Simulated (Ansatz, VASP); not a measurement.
**BeS in VASP and in Ansatz**

```
CELL_PARAMETERS angstrom
0.00000 2.42500 2.42500
2.42500 0.00000 2.42500
2.42500 2.42500 0.00000
ATOMIC_POSITIONS crystal
S 0.75000 0.75000 0.75000
Be 0.00000 0.00000 0.00000
```

Alike in both runs: task single point; functional PBE; k mesh 9 × 9 × 9; occupations gaussian, width 0.016 eV; no spin polarisation.

|  | VASP | Ansatz |
| --- | --- | --- |
| version | VASP 6.6.1 | Ansatz 0.2.0 |
| potentials or method | VASP PAW PBE potentials, release 64 (S, Be) | Ansatz PAW |
| plane-wave cutoff (eV) | 600 | 420 |
| valence electrons in the cell | 8 | 8 |

|  | VASP | Ansatz | Ansatz less VASP |
| --- | --- | --- | --- |
| gap on the k mesh at the Fermi level (eV) | 3.21 | 3.20 | -0.002 |
| least direct gap on the mesh (eV) | 5.67 | 5.65 | -0.018 |
| pressure (GPa) | 1.6 | 1.5 | -0.04 |

The functional is the same, so the differences come from potentials, cutoffs and numerics.

Noted on Ansatz's run: odd divisions of the mesh miss points on the zone boundary, where band edges often lie, so the gap on the mesh can be too wide.
